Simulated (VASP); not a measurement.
# CaO in VASP: further runs

CaO is run at these levels: PBE; tasks: relaxation of cell and atoms, single point.

All numbers are computed with VASP 6.6.1; they aren't measurements. Logs are shortened: lines on timing, memory, paths and dates and some standing lists are left out, and cuts for length are marked.

### 1 The cell of the first run

Symmetry: Fm-3m, No. 225, cubic system. The conventional cell has a = 4.834 Å, b = 4.834 Å, c = 4.834 Å, α = 90.00°, β = 90.00°, γ = 90.00°. Within 3.2 Å of Ca (site symmetry m-3m) lie 6 O at 2.42 Å. Within 3.2 Å of O (site symmetry m-3m) lie 6 Ca at 2.42 Å.

### 2 Relaxation of cell and atoms, PBE

INCAR

```
ALGO = Normal
EDIFF = 1E-7
EDIFFG = -0.01
ENCUT = 600
GGA = PE
GGA_COMPAT = False
IBRION = 2
ISIF = 3
ISMEAR = 0
LASPH = True
LCHARG = False
LREAL = False
LWAVE = False
NELM = 120
NELMIN = 4
NSW = 100
PREC = Accurate
SIGMA = 0.02
```

KPOINTS

```
k-points
0
Gamma
  8 8 8
```

POSCAR

```
CaO
1.0
    0.0000000000      2.4168421861      2.4168421861
    2.4168421861      0.0000000000      2.4168421861
    2.4168421861      2.4168421861      0.0000000000
Ca O
1 1
Direct
    0.5000000000      0.5000000000      0.5000000000
    0.0000000000      0.0000000000      0.0000000000
```

Potentials or basis: VASP PAW PBE potentials, release 64 (Ca_sv, O).

Command:

```bash
> cat potpaw_PBE.64/Ca_sv/POTCAR potpaw_PBE.64/O/POTCAR > POTCAR
> mpirun -np 1 vasp_std > vasp.out
```

OUTCAR:

```text
EDIFF = 1E-7
   EDIFFG = -0.01
   ENCUT = 600
   GGA = PE
   IBRION = 2
   ISIF = 3
   ISMEAR = 0
   LASPH = True
   LREAL = False
   NELM = 120
   NELMIN = 4
   NSW = 100
   PREC = Accurate

 ion  position               nearest neighbor table
   1  0.500  0.500  0.500-   2 2.42   2 2.42   2 2.42   2 2.42   2 2.42   2 2.42
   2  0.000  0.000  0.000-   1 2.42   1 2.42   1 2.42   1 2.42   1 2.42   1 2.42

  LATTYP: Found a face centered cubic cell.
 ALAT       =     4.8336843722

  Lattice vectors:

 A1 = (   0.0000000000,   2.4168421861,   2.4168421861)
 A2 = (   2.4168421861,   0.0000000000,   2.4168421861)
 A3 = (   2.4168421861,   2.4168421861,   0.0000000000)

Analysis of symmetry for initial positions (statically):
=====================================================================
 Subroutine PRICEL returns:
 Original cell was already a primitive cell.

 Routine SETGRP: Setting up the symmetry group for a
 face centered cubic supercell.

 Subroutine GETGRP returns: Found 48 space group operations
 (whereof 48 operations were pure point group operations)
 out of a pool of 48 trial point group operations.

The static configuration has the point symmetry O_h .

Analysis of symmetry for dynamics (positions and initial velocities):
=====================================================================
 Subroutine PRICEL returns:
 Original cell was already a primitive cell.

 Routine SETGRP: Setting up the symmetry group for a
 face centered cubic supercell.

 Subroutine GETGRP returns: Found 48 space group operations
 (whereof 48 operations were pure point group operations)
 out of a pool of 48 trial point group operations.

The dynamic configuration has the point symmetry O_h .

 Subroutine INISYM returns: Found 48 space group operations
 (whereof 48 operations are pure point group operations),
 and found     1 'primitive' translations

----------------------------------------------------------------------------------------

                                     Primitive cell

  volume of cell :      28.2342

  direct lattice vectors                    reciprocal lattice vectors
     0.000000000  2.416842186  2.416842186    -0.206881526  0.206881526  0.206881526
     2.416842186  0.000000000  2.416842186     0.206881526 -0.206881526  0.206881526
     2.416842186  2.416842186  0.000000000     0.206881526  0.206881526 -0.206881526

  length of vectors
     3.417930998  3.417930998  3.417930998     0.358329314  0.358329314  0.358329314
[... 148 lines left out ...]
     2.416842186  0.000000000  2.416842186     0.206881526 -0.206881526  0.206881526
     2.416842186  2.416842186  0.000000000     0.206881526  0.206881526 -0.206881526

 POSITION                                       TOTAL-FORCE (eV/Angst)
 -----------------------------------------------------------------------------------
      2.41684      2.41684      2.41684        -0.000000      0.000000      0.000000
      0.00000      0.00000      0.00000         0.000000     -0.000000     -0.000000
 -----------------------------------------------------------------------------------
    total drift:                                0.000000      0.000000      0.000000

  FREE ENERGIE OF THE ION-ELECTRON SYSTEM (eV)
  ---------------------------------------------------
  free  energy   TOTEN  =       -12.8078063559 eV

  energy  without entropy=      -12.8078063559  energy(sigma->0) =      -12.80780636

--------------------------------------- Ionic step        2  -------------------------------------------

 number of electron      16.0000000 magnetization

 Free energy of the ion-electron system (eV)
  ---------------------------------------------------
  ext. energy  EPLUGINS =         0.00000000
  ---------------------------------------------------
  free energy    TOTEN  =       -12.80785586 eV

  energy without entropy =      -12.80785586  energy(sigma->0) =      -12.80785586

 E-fermi :   2.4381     XC(G=0): -10.3767

 val. band max:        2.2339303601   @ k =   0.0000   0.0000   0.0000
 cond. band min:       5.8757000343   @ k =   0.5000   0.5000   0.0000
 fundamental gap:      3.6417696741
 Fermi energy:         2.4381401605

 k-point     1 :       0.0000    0.0000    0.0000
  band No.  band energies     occupation
      1     -35.4856      2.00000
      2     -16.2640      2.00000
      3     -16.2640      2.00000
      4     -16.2640      2.00000
      5     -13.2594      2.00000
      6       2.2339      2.00000
      7       2.2339      2.00000
      8       2.2339      2.00000
      9       6.7848      0.00000
     10       8.4098      0.00000
     11       8.4098      0.00000
     12       8.4098      0.00000
[... 331 lines left out ...]
 k-point    24 :      -0.3750    0.2500    0.1250
  band No.  band energies     occupation
      1     -35.3773      2.00000
      2     -17.0805      2.00000
      3     -16.4869      2.00000
      4     -16.3813      2.00000
      5     -12.4024      2.00000
      6       0.2151      2.00000
      7       1.1258      2.00000
      8       1.2063      2.00000
      9       8.9029      0.00000
     10       8.9818      0.00000
     11      10.8719      0.00000
     12      11.0195      0.00000

 [... further k-points ...]

------------------------ aborting loop because EDIFF is reached ----------------------------------------

  FORCE on cell =-STRESS in cart. coord.  units (eV):
  Direction    XX          YY          ZZ          XY          YZ          ZX
  --------------------------------------------------------------------------------------
  -------------------------------------------------------------------------------------
  Total       -0.0164651     -0.0164651     -0.0164651      0.0000000      0.0000000     -0.0000000
  in kB       -0.9311733     -0.9311733     -0.9311733      0.0000000      0.0000000     -0.0000000
  external PRESSURE =      -0.9311733 kB  Pullay stress =       0.0000000 kB

 VOLUME and BASIS-vectors are now :
 -----------------------------------------------------------------------------
  energy-cutoff  :      600.00
  volume of cell :       28.33
      direct lattice vectors                 reciprocal lattice vectors
     0.000000000  2.419567396  2.419567396    -0.206648511  0.206648511  0.206648511
     2.419567396  0.000000000  2.419567396     0.206648511 -0.206648511  0.206648511
     2.419567396  2.419567396 -0.000000000     0.206648511  0.206648511 -0.206648511

 POSITION                                       TOTAL-FORCE (eV/Angst)
 -----------------------------------------------------------------------------------
      2.41957      2.41957      2.41957        -0.000000      0.000000      0.000000
      2.41957      2.41957      4.83913         0.000000     -0.000000     -0.000000
 -----------------------------------------------------------------------------------
    total drift:                                0.000000      0.000000      0.000000

  FREE ENERGIE OF THE ION-ELECTRON SYSTEM (eV)
  ---------------------------------------------------
  free  energy   TOTEN  =       -12.8078558606 eV

  energy  without entropy=      -12.8078558606  energy(sigma->0) =      -12.80785586

 reached required accuracy - stopping structural energy minimisation
```

It took 12 s on 1 thread of Intel Xeon 6975P-C (Granite Rapids), shared host; peak memory 0.16 GiB.

Results:

| Item | Value |
| --- | --- |
| Free energy | -12.8079 eV |
| Relaxed volume | 14.16 Å³/atom |
| Relaxed cell | a = 3.422 Å, b = 3.422 Å, c = 3.422 Å, α = 60.00°, β = 60.00°, γ = 60.00° |
| Space group after relaxing (to 0.05 Å) | Fm-3m (No. 225) |
| Energy gained by relaxing | 0.0 meV/atom |
| Ionic steps | 2 |
| Pressure after relaxing | -0.1 GPa |
| Band gap on the k mesh | 3.64 eV, indirect (least direct gap 4.02 eV) |

Final structure:
```xyz
2
Lattice="0.0000 2.4196 2.4196 2.4196 0.0000 2.4196 2.4196 2.4196 0.0000" Properties=species:S:1:pos:R:3 pbc="T T T"
Ca    2.4196    2.4196    2.4196
O     2.4196    2.4196    4.8391
```

### 3 Single point, PBE, collinear spin, ferromagnetic start

This run uses another cell than the first one: it holds 4 atoms, not 2.

INCAR

```
  ALGO = Normal
  EDIFF = 1E-6
  ENCUT = 600
  GGA = PE
  GGA_COMPAT = False
  ISIF = 2
  ISMEAR = 0
  ISPIN = 2
  LASPH = True
  LCHARG = True
  LELF = True
  LORBIT = 11
  LREAL = False
  LVHAR = True
  LWAVE = False
  MAGMOM = 0 0 1 1
  NBANDS = 28
  NELM = 200
  PREC = Accurate
  SIGMA = 0.1
```

KPOINTS

```
k-points
0
Gamma
  6 6 2
```

POSCAR

```
CaO
1.0
    3.4061985562      0.0000000000      0.0000000000
    0.0000000000      3.4061985562      0.0000000000
    0.0000000000      0.0000000000      4.8668687282
Ca O
2 2
Direct
    0.0000000000      0.5000000000      0.2500469852
    0.5000000000      0.0000000000      0.7499530148
    0.0000000000      0.5000000000      0.7499852980
    0.5000000000      0.0000000000      0.2500147020
```

Potentials or basis: VASP PAW PBE potentials, release 64 (Ca_sv, O).

Command:

```bash
> cat potpaw_PBE.64/Ca_sv/POTCAR potpaw_PBE.64/O/POTCAR > POTCAR
> mpirun -np 1 vasp_std > vasp.out
```

It took 31 s on 1 thread of Intel Xeon 6975P-C (Granite Rapids), shared host; peak memory 0.23 GiB.

The run converged. Its results:

| Property | Result |
| --- | --- |
| Free energy | -25.5644 eV |
| Pressure | 0.6 GPa |
| Band gap on the k mesh | 3.60 eV |
| Net moment | 0.00 μB per cell |
| Valence electrons inside the program's atomic spheres | Ca 8.21; O 5.00 |

Forces in eV/Å, atoms in the order of the input:
```
Ca   0.000  0.000 -0.003
Ca   0.000  0.000  0.003
O    0.000  0.000  0.000
O    0.000  0.000  0.000
```

Stress tensor (GPa, compression positive):
```
0.70 0.00 0.00
0.00 0.70 0.00
0.00 0.00 0.33
```

Levels at points of the mesh, in eV from the valence-band top:
Spin up:
| k point | band 14 | band 15 | band 16 | band 17 | band 18 | band 19 |
| --- | --- | --- | --- | --- | --- | --- |
| (0.00, 0.00, 0.00) | -0.02 | 0.00 | 0.00 | 3.64 | 4.55 | 6.11 |
| (0.50, 0.00, 0.00) | -1.09 | -0.88 | -0.88 | 6.42 | 6.42 | 7.14 |
| (0.50, 0.50, 0.00) | -0.40 | -0.39 | -0.39 | 3.61 | 3.61 | 7.90 |
| (0.00, 0.00, 0.50) | -0.29 | -0.29 | -0.29 | 4.66 | 4.66 | 6.51 |
| (0.50, 0.00, 0.50) | -1.18 | -1.18 | -1.18 | 6.95 | 6.95 | 8.23 |
| (0.50, 0.50, 0.50) | -1.05 | -1.05 | -1.05 | 6.19 | 6.19 | 6.19 |
Spin down:
```tsv
k point	band 12	band 13	band 14	band 15	band 16	band 17	band 18	band 19	band 20	band 21
(0.00, 0.00, 0.00)	-0.37	-0.37	-0.02	0.00	0.00	3.64	4.55	6.11	6.18	6.18
(0.50, 0.00, 0.00)	-2.06	-1.09	-1.09	-0.88	-0.88	6.42	6.42	7.14	7.14	7.77
(0.50, 0.50, 0.00)	-1.30	-0.40	-0.40	-0.39	-0.39	3.61	3.61	7.90	7.90	8.77
(0.00, 0.00, 0.50)	-1.66	-0.29	-0.29	-0.29	-0.29	4.66	4.66	6.51	6.51	7.94
(0.50, 0.00, 0.50)	-2.61	-1.18	-1.18	-1.18	-1.18	6.95	6.95	8.23	8.23	8.24
(0.50, 0.50, 0.50)	-1.25	-1.05	-1.05	-1.05	-1.05	6.19	6.19	6.19	6.19	8.29
```

Caveat: the k points lie up to 0.65 Å⁻¹ apart. A k mesh can miss the band edges.

### 4 Single point, PBE

This run uses another cell than the first one: it holds 8 atoms, not 2.

INCAR

```
PREC = Accurate ; ENCUT = 600
EDIFF = 1E-6 ; ISMEAR = 0
SIGMA = 0.1 ; LREAL = F
LASPH = T ; NELM = 120
ALGO = Normal ; ISIF = 2
LWAVE = F ; LCHARG = F
GGA = PE ; NBANDS = 42
GGA_COMPAT = F
```

KPOINTS

```
Automatic mesh
0
Gamma
  4 4 4
```

POSCAR

```
CaO
1.0
    2.4151517513      2.4151517513      0.0000000000
    2.4151517513     -2.4151517513      4.8303035026
    2.4151517513     -2.4151517513     -4.8303035026
Ca O
4 4
Direct
    0.0000000000      0.2500000000      0.7500000000
    0.5000000000      0.7500000000      0.7500000000
    0.5000000000      0.2500000000      0.2500000000
    0.0000000000      0.7500000000      0.2500000000
    0.5000000000      0.0000000000      0.5000000000
    0.0000000000      0.5000000000      0.5000000000
    0.0000000000      0.0000000000      0.0000000000
    0.5000000000      0.5000000000      1.0000000000
```

Command:

```bash
> cat potpaw_PBE.64/Ca_sv/POTCAR potpaw_PBE.64/O/POTCAR > POTCAR
> mpirun -np 1 vasp_std > vasp.out
```

Run time: 65 s. Hardware: 1 thread of Intel Xeon 6975P-C (Granite Rapids), shared host; peak memory 0.28 GiB.

Results (log left out):

| Property | Result |
| --- | --- |
| Free energy | -51.2279 eV |
| Pressure | 0.5 GPa |
| Band gap on the k mesh | 3.64 eV |

Levels at points of the mesh, in eV from the valence-band top:
| k point | band 30 | band 31 | band 32 | band 33 | band 34 | band 35 |
| --- | --- | --- | --- | --- | --- | --- |
| (0.00, 0.00, 0.00) | 0.00 | 0.00 | 0.00 | 3.64 | 4.59 | 6.19 |
| (0.50, 0.00, 0.00) | -1.06 | -0.84 | -0.84 | 6.27 | 6.27 | 6.27 |
| (0.00, 0.50, 0.00) | -0.65 | -0.64 | -0.64 | 5.32 | 5.32 | 6.21 |
| (0.50, 0.50, 0.00) | -0.79 | -0.79 | -0.79 | 5.32 | 5.32 | 5.32 |
| (0.00, 0.50, 0.50) | -0.30 | -0.30 | -0.30 | 4.69 | 4.69 | 6.44 |
| (0.50, 0.50, 0.50) | -0.38 | -0.38 | -0.38 | 3.64 | 3.64 | 6.98 |

Caveat: the k points lie up to 0.46 Å⁻¹ apart. A k mesh can miss the band edges.

### 5 The runs side by side

```csv
task,spin,cell,k mesh,smearing,gap on the mesh (eV),pressure (GPa)
relaxation of cell and atoms,off,"relaxed from a = 3.418 Å, angles 60.0°, 2 atoms",8 × 8 × 8,gaussian 0.02 eV,3.64,-0.1
single point,"collinear, ferromagnetic start","a = 3.406, b = 3.406, c = 4.867 Å, 4 atoms",6 × 6 × 2,gaussian 0.1 eV,3.60,0.6
single point,off,"a = 3.416, b = 5.916, c = 5.916 Å, angles 109.5, 90.0, 90.0°, 8 atoms",4 × 4 × 4,gaussian 0.1 eV,3.64,0.5
```

Alike in all rows: level PBE; potentials or basis VASP PAW PBE potentials, release 64 (Ca_sv, O); cutoff (eV) 600.

Caveats: some runs use coarse meshes.

Total energies depend on the potentials used, so only differences within one code and one set of settings carry meaning.
